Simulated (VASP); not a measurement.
Crystal: LiTbBr3.

```
Li Tb Br
1.0
     5.05317    0.00000    0.00000
     0.00000    5.05317    0.00000
     0.00000    0.00000    5.04576
Li Tb Br
1 1 3
Direct
  0.50000 0.50000 0.48507
  0.00000 0.00000 0.99676
  0.50000 0.00000 0.48536
  0.50000 0.50000 0.98504
  0.00000 0.50000 0.48536
```

The cell was generated, and may not be a known phase.

- Program: VASP 6.6.1
- Task: relaxation of cell and atoms
- Functional: PBE
- Potentials or basis: VASP PAW PBE potentials, release 64 (Li_sv, Tb_3, Br), 4f in core
- Cutoff: 750 eV
- k mesh: 8 × 8 × 8
- Occupations: gaussian, width 0.1 eV
- Spin: no spin polarisation

At the start: pressure -1.4 GPa; volume 25.77 Å³/atom.

**Question.** How do energy, volume and symmetry change on relaxing?

**Answer.** Over 41 steps the energy falls by 178.1 meV/atom and the volume is 28.90 Å³/atom (+12.2 %); space group P4mm (No. 99, to 0.1 Å) before and after.

The path:
```
step  energy change (eV)  largest force (eV/Å)  pressure (GPa)  volume (Å³)
   1              0.0000                0.1403           -1.45       128.84
   3             -0.0301                0.1676            0.05       122.74
   5             -0.0419                0.2892            0.11       122.63
   7             -0.1583                0.7252            0.62       122.11
   9             -0.2178                1.5152            9.21       120.04
  11             -0.5147                0.7055            5.79       120.57
  13             -0.5388                0.6379            4.69       120.78
  15             -0.5394                0.6402            4.73       120.79
  17             -0.5411                0.6499            4.88       120.85
  19             -0.5416                0.6572            5.01       120.89
  21             -0.5477                0.6522            4.94       121.08
  23             -0.5742                0.6297            4.67       121.94
  25             -0.6677                0.5453            3.64       125.41
  27             -0.8624                0.2842            0.53       139.95
  29             -0.8733                0.2264           -0.20       144.77
  31             -0.8805                0.1655           -0.06       144.59
  33             -0.8868                0.1032            0.25       144.20
  35             -0.8892                0.0364           -0.09       145.62
  37             -0.8903                0.0398            0.02       144.77
  39             -0.8904                0.0149           -0.04       144.77
  41             -0.8905                0.0078           -0.01       144.50
```

Final structure:
```
Li Tb Br
1.0
     5.16050    0.00000    0.00000
     0.00000    5.16050    0.00000
     0.00000    0.00000    5.42611
Li Tb Br
1 1 3
Direct
  0.50000 0.50000 0.48757
  0.00000 0.00000 0.17309
  0.50000 0.00000 0.41536
  0.50000 0.50000 0.94622
  0.00000 0.50000 0.41536
```

Caveat: an odd number of electrons without spin polarisation forces a metal; a magnetic or distorted state may lie lower; the run has no spin polarisation, though such a crystal can be magnetic.
